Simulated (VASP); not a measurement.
ScAl2, 6 atoms in the cell. Symmetry: Fd-3m, No. 227, cubic system. Conventional cell: a = 7.703 Å, b = 7.703 Å, c = 7.703 Å, α = 90.00°, β = 90.00°, γ = 90.00°. Sc (site symmetry -43m) has 12 Al at 3.19 Å and 4 Sc at 3.34 Å within 4.2 Å. Al (site symmetry -3m) has 6 Al at 2.72 Å and 6 Sc at 3.19 Å within 3.6 Å.  This cell differs from its parent crystal: volume scaled by 1.06.

```yaml
Program: VASP 6.6.1
Task: single point
Functional: r2SCAN
Potentials_or_basis: VASP PAW PBE potentials, release 64 (Sc_sv, Al)
Cutoff: 520 eV
k_mesh: 8 × 8 × 8
Occupations: gaussian, width 0.1 eV
Spin: no spin polarisation
Dipole_correction: no
Further_INCAR_settings: ALGO = Normal; EDIFF = 1e-06; NBANDS = 26
```

Potentials or basis: VASP PAW PBE potentials, release 64 (Sc_sv, Al).

Command:

```bash
$ cat potpaw_PBE.64/Sc_sv/POTCAR potpaw_PBE.64/Al/POTCAR > POTCAR
$ cp INCAR.step1 INCAR
$ mpirun -np 1 vasp_std > vasp.out
$ cp INCAR.step2 INCAR
$ mpirun -np 1 vasp_std > vasp.out
```

Hardware: 1 thread of AMD EPYC 9R45 96-Core Processor (Zen 5), on a shared host.

**Question.** Estimate the wall time of this run.

**Answer.** Wall time 5.6 min on 1 thread of AMD EPYC 9R45 96-Core Processor (Zen 5), on a shared host, peak memory 0.29 GiB. Counts: k points 29.
